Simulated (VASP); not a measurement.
HfO2, 18 atoms in the cell. The typed cell holds 18 atoms: a = 5.098 Å, b = 5.240 Å, c = 8.061 Å, α = 90.00°, β = 108.43°, γ = 90.00°.  This cell differs from its parent crystal: dynamics (nve) at 1200 K, volume x 1.04, from the last frame before.

| Quantity | Value |
| --- | --- |
| Program | VASP 6.6.1 |
| Task | single point |
| Functional | PBE |
| Potentials or basis | VASP PAW PBE potentials, release 64 (Hf_pv, O) |
| Cutoff | 520 eV |
| k mesh | 2 × 2 × 2, shifted |
| Occupations | fermi-dirac, width 0.1034 eV |
| Spin | no spin polarisation |
| Dipole correction | no |
| Further INCAR settings | LREAL = Auto; ALGO = Normal; EDIFF = 1e-06; NBANDS = 81 |

Potentials or basis: VASP PAW PBE potentials, release 64 (Hf_pv, O).

Launch:

```console
$ cat potpaw_PBE.64/Hf_pv/POTCAR potpaw_PBE.64/O/POTCAR > POTCAR
$ mpirun -np 1 vasp_std > vasp.out
```

Hardware: 1 thread of Intel(R) Xeon(R) Platinum 8375C CPU @ 2.90GHz (Ice Lake), with other jobs on the host.

Question: How long does it take, and how much memory?

Answer: Wall time 3.8 min on 1 thread of Intel(R) Xeon(R) Platinum 8375C CPU @ 2.90GHz (Ice Lake) (shared host), peak memory 0.33 GiB. Counts: scf iterations 16, k points 8.
